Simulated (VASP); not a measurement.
Nb, 1 atom in the cell. The structure is cubic, space group Im-3m (No. 229). The conventional cell has a = 3.393 Å, b = 3.393 Å, c = 3.393 Å, α = 90.00°, β = 90.00°, γ = 90.00°. Within 3.9 Å of Nb (site symmetry m-3m) lie 14 Nb at 2.94 to 3.39 Å.  This cell differs from its parent crystal: volume scaled by 1.06.

- Program: VASP 6.6.1
- Task: single point
- Functional: PBEsol
- Potentials or basis: VASP PAW PBE potentials, release 64 (Nb_sv)
- Cutoff: 500 eV
- k mesh: 11 × 11 × 11
- Occupations: fermi-dirac, width 0.05 eV
- Spin: no spin polarisation
- Dipole correction: no
- Further INCAR settings: ALGO = Normal; EDIFF = 1e-06; NBANDS = 12

Potentials or basis: VASP PAW PBE potentials, release 64 (Nb_sv).

Run with:

```bash
$ cat potpaw_PBE.64/Nb_sv/POTCAR > POTCAR
$ mpirun -np 1 vasp_std > vasp.out
```

Hardware: 1 thread of AMD EPYC 9R45 96-Core Processor (Zen 5), on a shared host.

Problem. Estimate the wall time of this run.

Solution. Wall time 7.8 s on 1 thread of AMD EPYC 9R45 96-Core Processor (Zen 5), on a shared host, peak memory 0.11 GiB. Counts: scf iterations 12, k points 56.
